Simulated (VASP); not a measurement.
# HgTe: single point with PBEsol

Crystal: HgTe.

```
CELL_PARAMETERS angstrom
0.00000 2.87822 2.87822
2.87822 0.00000 2.87822
2.87822 2.87822 0.00000
ATOMIC_POSITIONS crystal
Hg 0.00000 0.00000 0.00000
Te 0.75000 0.75000 0.75000
```

- Program: VASP 6.6.1
- Task: single point
- Functional: PBEsol
- Potentials or basis: VASP PAW PBE potentials, release 64 (Hg, Te)
- Cutoff: 520 eV
- k mesh: 12 × 12 × 12
- Occupations: fermi-dirac, width 0.15 eV
- Spin: no spin polarisation

* Pressure: 40.6 GPa
* Band gap on the k mesh: 0.11 eV

Levels at points of the mesh, in eV from the valence-band top:
| k point | band 7 | band 8 | band 9 | band 10 | band 11 | band 12 |
| --- | --- | --- | --- | --- | --- | --- |
| (0.00, 0.00, 0.00) | 0.00 | 0.00 | 0.00 | 0.11 | 3.26 | 3.26 |
| (0.50, 0.00, 0.00) | -8.35 | -1.94 | -1.94 | 0.57 | 4.41 | 4.41 |
| (0.50, 0.50, 0.00) | -7.75 | -4.25 | -4.25 | 1.20 | 1.31 | 9.73 |

It took 74 s on 1 thread of Intel Xeon 8259CL, with other jobs on the host, peak memory 0.21 GiB.

Caveat: the cell stands under pressure; the smearing spreads over this small gap; the PAW data sets were made with another functional, which shifts forces and pressure a little; spin-orbit coupling is left out, which moves the levels of the heavy elements. A k mesh can miss the band edges.
